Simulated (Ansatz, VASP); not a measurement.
## Two plane-wave programs on InSe

```
In Se
1.0
     4.12943    0.00000    0.00000
    -2.06472    3.57619    0.00000
     0.00000    0.00000   17.26205
In Se
4 4
Direct
  0.33333 0.66667 0.16832
  0.66667 0.33333 0.66832
  0.33333 0.66667 0.33168
  0.66667 0.33333 0.83168
  0.33333 0.66667 0.59633
  0.66667 0.33333 0.09633
  0.33333 0.66667 0.90367
  0.66667 0.33333 0.40367
```

Change from the starting cell: volume scaled by 1.06, ions relaxed.

Alike in both runs: functional PBE; k mesh 13 × 13 × 3; occupations fermi-dirac, width 0.05 eV; no spin polarisation.

Ansatz relaxed the structure, and its values are those at the end. VASP's run is a single point on that final structure, the one shown.

```csv
,VASP,Ansatz
version,VASP 6.6.1,Ansatz 0.2.0
potentials or method,"VASP PAW PBE potentials, release 64 (In_d, Se)","plane-wave PAW, scalar-relativistic"
plane-wave cutoff (eV),520,420
valence electrons in the cell,76,116
```

```csv
,VASP,Ansatz,Ansatz less VASP
pressure (GPa),-0.1,-0.1,-0.03
rms of the force components (eV/Å),0.007,0.000,-0.0068
```

The functional is the same, so the differences come from potentials, cutoffs and numerics. VASP's potentials hold 76 valence electrons a cell and Ansatz's 116, so a difference there can come from the potentials and not from the codes. Ansatz's warnings: stress scf threshold loose.
